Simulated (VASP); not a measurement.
# YBe2Al2Au: single point with PBE

Crystal: YBe2Al2Au.

```
CELL_PARAMETERS angstrom
4.37856 0.00000 0.00000
0.00000 4.37856 0.00000
0.00000 0.00000 5.70127
ATOMIC_POSITIONS crystal
Y 0.00000 0.00000 0.50000
Be 0.00000 0.50000 0.00000
Be 0.50000 0.00000 0.00000
Al 0.50000 0.50000 0.26773
Al 0.50000 0.50000 0.73227
Au 0.00000 0.00000 0.00000
```

```yaml
Program: VASP 6.6.1
Task: single point
Functional: PBE
Potentials_or_basis: VASP PAW PBE potentials, release 64 (Y_sv, Be, Al, Au)
Cutoff: 520 eV
k_mesh: 8 × 8 × 8
Occupations: gaussian, width 0.1 eV
Spin: no spin polarisation
```

| Quantity | Value |
| --- | --- |
| Pressure | -0.1 GPa |
| Largest force | 0.005 eV/Å |
| Band gap on the k mesh | zero (band 16 reaches 6.16 eV, above the bottom of band 17 at 5.16 eV) |

Forces on the atoms (eV/Å):
```
Y    0.000  0.000  0.000
Be   0.000  0.000  0.000
Be   0.000  0.000  0.000
Al   0.000  0.000 -0.005
Al   0.000  0.000  0.005
Au   0.000  0.000  0.000
```

Levels at points of the mesh, in eV from the Fermi level:
```tsv
k point	band 14	band 15	band 16	band 17	band 18	band 19
(0.00, 0.00, 0.00)	-2.48	-0.81	-0.32	1.68	1.68	1.92
(0.50, 0.00, 0.00)	-1.84	-1.72	-0.73	-0.13	0.58	2.19
(0.50, 0.50, 0.00)	-2.18	-1.57	-0.44	-0.44	1.12	1.12
(0.00, 0.00, 0.50)	-1.46	-1.06	-0.65	1.22	1.22	2.06
(0.50, 0.00, 0.50)	-0.73	-0.43	0.13	0.17	0.66	1.52
(0.50, 0.50, 0.50)	-3.57	-1.39	-1.39	-0.68	2.25	2.25
```

Run time: 2.8 min on 1 thread of Intel(R) Xeon(R) Platinum 8488C (Sapphire Rapids) (shared host), peak memory 0.41 GiB.

Caveat: spin-orbit coupling is left out, which moves the levels of the heavy elements.
